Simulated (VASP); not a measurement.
**SnO2: single point with PBE**

Crystal: SnO2.

```xyz
6
Lattice="4.6100 0.0000 0.0000 0.0000 4.6100 0.0000 0.0000 0.0000 3.3575" Properties=species:S:1:pos:R:3 pbc="T T T"
Sn    2.3050    2.3050    1.6788
Sn    0.0000    0.0000    0.0000
O     0.8863    3.7237    1.6788
O     3.7237    0.8863    1.6788
O     1.4187    1.4187    0.0000
O     3.1913    3.1913    0.0000
```

This cell differs from its parent crystal: biaxial strain in the a-b plane: -4.5 %, then relaxed in part.

| Property | Result |
| --- | --- |
| Program | VASP 6.6.1 |
| Task | single point |
| Functional | PBE |
| Potentials or basis | VASP PAW PBE potentials, release 64 (Sn_d, O) |
| Cutoff | 520 eV |
| k mesh | 6 × 6 × 8 |
| Occupations | gaussian, width 0.02 eV |
| Spin | no spin polarisation |
| Dipole correction | no |
| Further INCAR settings | ALGO = Normal; EDIFF = 1e-06; NBANDS = 35 |

| Item | Value |
| --- | --- |
| Pressure | 9.8 GPa |
| Band gap on the k mesh | 1.08 eV, direct |

Stress tensor (GPa, compression positive):
```
14.31  0.00  0.00
 0.00 14.31  0.00
 0.00  0.00  0.82
```

Levels at points of the mesh, in eV from the valence-band top:
| k point | band 22 | band 23 | band 24 | band 25 | band 26 | band 27 | band 28 | band 29 | band 30 | band 31 |
| --- | --- | --- | --- | --- | --- | --- | --- | --- | --- | --- |
| (0.00, 0.00, 0.00) | -1.35 | -1.35 | -0.67 | -0.67 | 0.00 | 1.08 | 5.47 | 5.84 | 5.84 | 9.80 |
| (0.50, 0.00, 0.00) | -1.88 | -1.28 | -1.28 | -0.56 | -0.56 | 4.40 | 4.40 | 6.59 | 6.59 | 11.44 |
| (0.50, 0.50, 0.00) | -2.00 | -1.46 | -1.46 | -0.70 | -0.70 | 4.59 | 4.59 | 7.23 | 7.23 | 11.33 |
| (0.00, 0.00, 0.50) | -2.48 | -1.66 | -1.66 | -1.20 | -1.20 | 6.12 | 6.12 | 9.82 | 9.82 | 9.95 |
| (0.50, 0.00, 0.50) | -1.69 | -1.00 | -1.00 | -0.49 | -0.49 | 6.52 | 6.52 | 8.42 | 8.42 | 10.38 |
| (0.50, 0.50, 0.50) | -2.07 | -0.86 | -0.86 | -0.67 | -0.67 | 5.00 | 5.00 | 8.94 | 8.94 | 10.38 |

Run time: 44 s on 1 thread of Intel(R) Xeon(R) 6975P-C (Granite Rapids) (shared host), peak memory 0.23 GiB.

Caveat: the cell differs from its parent crystal (biaxial strain in the a-b plane: -4.5 %, then relaxed in part); spin-orbit coupling is left out, which moves the levels of the heavy elements.
